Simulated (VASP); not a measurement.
TaTiN, 6 atoms in the cell. The structure is tetragonal, space group P4_2/mmc (No. 131). Conventional cell: a = 3.897 Å, b = 3.897 Å, c = 5.723 Å, α = 90.00°, β = 90.00°, γ = 90.00°. Within 3.2 Å of Ti (site symmetry -4m2) lie 4 N at 2.42 Å and 2 Ti at 2.86 Å and 8 Ta at 3.10 Å. Within 2.6 Å of Ta (site symmetry mmm) lie 2 N at 1.95 Å. N (site symmetry mmm) has 2 Ta at 1.95 Å and 4 Ti at 2.42 Å within 2.6 Å. The cell was generated, and may not be a known phase.

```yaml
Program: VASP 6.6.1
Task: single point
Functional: PBE
Potentials_or_basis: VASP PAW PBE potentials, release 64 (Ti_sv, Ta_pv, N)
Cutoff: 520 eV
k_mesh: 10 × 10 × 8
Occupations: gaussian, width 0.1 eV
Spin: no spin polarisation
Dipole_correction: no
Further_INCAR_settings: ALGO = Normal; EDIFF = 1e-06; NBANDS = 37
```

Potentials or basis: VASP PAW PBE potentials, release 64 (Ti_sv, Ta_pv, N).

The run is started by

```console
$ cat potpaw_PBE.64/Ti_sv/POTCAR potpaw_PBE.64/Ta_pv/POTCAR potpaw_PBE.64/N/POTCAR > POTCAR
$ mpirun -np 1 vasp_std > vasp.out
```

Hardware: 1 thread of Intel(R) Xeon(R) 6975P-C (Granite Rapids), on a shared host.

Question: Estimate the wall time of this run.

Answer: Wall time 3.3 min on 1 thread of Intel(R) Xeon(R) 6975P-C (Granite Rapids) (shared host), peak memory 0.42 GiB. Counts: scf iterations 15, k points 105.
